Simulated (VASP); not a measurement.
Set up this calculation in VASP 6.6.1, as the native input.

```
Task                    : single point
Functional              : PBE
Potentials or basis     : VASP PAW PBE potentials, release 64 (Zr_sv, Se, S)
Cutoff                  : 520 eV
k mesh                  : 6 × 6 × 12
Occupations             : gaussian, width 0.1 eV
Spin                    : no spin polarisation
Dipole correction       : no
k mesh for the DOS      : 9 × 9 × 18
Occupations for the DOS : tetrahedron
Further INCAR settings  : ALGO = Normal; EDIFF = 1e-06; NBANDS = 36
```

Zr3SeS2:

```
Zr Se S
1.0
     8.29075    0.00000    0.00000
    -4.14538    7.18000    0.00000
     0.00000    0.00000    3.09547
Zr Se S
3 1 2
Direct
  0.50000 0.00000 0.50000
  0.00000 0.50000 0.50000
  0.50000 0.50000 0.50000
  0.00000 0.00000 0.50000
  0.33333 0.66667 0.50000
  0.66667 0.33333 0.50000
```

These files were run (other wordings do the same):

POSCAR

```
Zr3SeS2
1.0
    8.2907503878      0.0000000000      0.0000000000
   -4.1453751939      7.1800004523      0.0000000000
    0.0000000000      0.0000000000      3.0954692123
Zr Se S
3 1 2
Direct
    0.5000000000      0.0000000000      0.5000000000
    0.0000000000      0.5000000000      0.5000000000
    0.5000000000      0.5000000000      0.5000000000
    0.0000000000      0.0000000000      0.5000000000
    0.3333333333      0.6666666667      0.5000000000
    0.6666666667      0.3333333333      0.5000000000
```

INCAR.step1

```
PREC = Accurate ; ENCUT = 520
EDIFF = 1E-6 ; ISMEAR = 0
SIGMA = 0.1 ; LREAL = F
LASPH = T ; NELM = 60
ALGO = Normal ; ISIF = 2
LWAVE = F ; LCHARG = T
LMAXMIX = 4 ; GGA = PE
NBANDS = 36
```

KPOINTS.step1

```
regular mesh
0
Gamma
  6 6 12
```

INCAR.step2

```
PREC = Accurate ; ENCUT = 520
EDIFF = 1E-6 ; ISMEAR = -5
SIGMA = 0.1 ; LREAL = F
LASPH = T ; NELM = 60
ALGO = Normal ; ISIF = 2
LWAVE = F ; LCHARG = F
LMAXMIX = 4 ; GGA = PE
LORBIT = 11 ; NBANDS = 36
NEDOS = 1001 ; ICHARG = 11
```

KPOINTS.step2

```
regular mesh
0
Gamma
  9 9 18
```

Potentials or basis: VASP PAW PBE potentials, release 64 (Zr_sv, Se, S).

Launch:

```bash
$ cat potpaw_PBE.64/Zr_sv/POTCAR potpaw_PBE.64/Se/POTCAR potpaw_PBE.64/S/POTCAR > POTCAR
$ cp INCAR.step1 INCAR
$ cp KPOINTS.step1 KPOINTS
$ mpirun -np 1 vasp_std > vasp.out
$ cp INCAR.step2 INCAR
$ cp KPOINTS.step2 KPOINTS
$ mpirun -np 1 vasp_std > vasp.out
```

It gave:

* Valence electrons inside the program's atomic spheres: Zr 9.80; Se 3.62; S 3.84

Run time: 7.7 min on 1 thread of Intel(R) Xeon(R) 6975P-C (Granite Rapids), on a shared host, peak memory 0.78 GiB.
